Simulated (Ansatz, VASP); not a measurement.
## Ti in VASP and in Ansatz

```
Ti
1.0
     4.64600    0.00000    0.00000
    -2.32300    4.02355    0.00000
     0.00000    0.00000    2.82000
Ti
3
Direct
  0.00000 0.00000 0.00000
  0.33333 0.66667 0.50000
  0.66667 0.33333 0.50000
```

Alike in both runs: task single point; functional r2SCAN; k mesh 9 × 9 × 12; no spin polarisation.

```csv
,VASP,Ansatz
version,VASP 6.6.1,Ansatz 0.2.0
potentials or method,"VASP PAW PBE potentials, release 64 (Ti_sv), cutoff 520 eV","plane waves, PAW"
occupations,"methfessel-paxton of order 1, width 0.1 eV","cold, width 0.1 eV"
valence electrons in the cell,36,36
```

```csv
,VASP,Ansatz,Ansatz less VASP
pressure (GPa),-3.1,-3.5,-0.40
"traceless stress, the component that is largest in VASP (GPa)",2.27,2.30,+0.028
```

VASP's potentials were made for PBE, not for r2SCAN. Ansatz's warnings: structure snapped to symmetry.
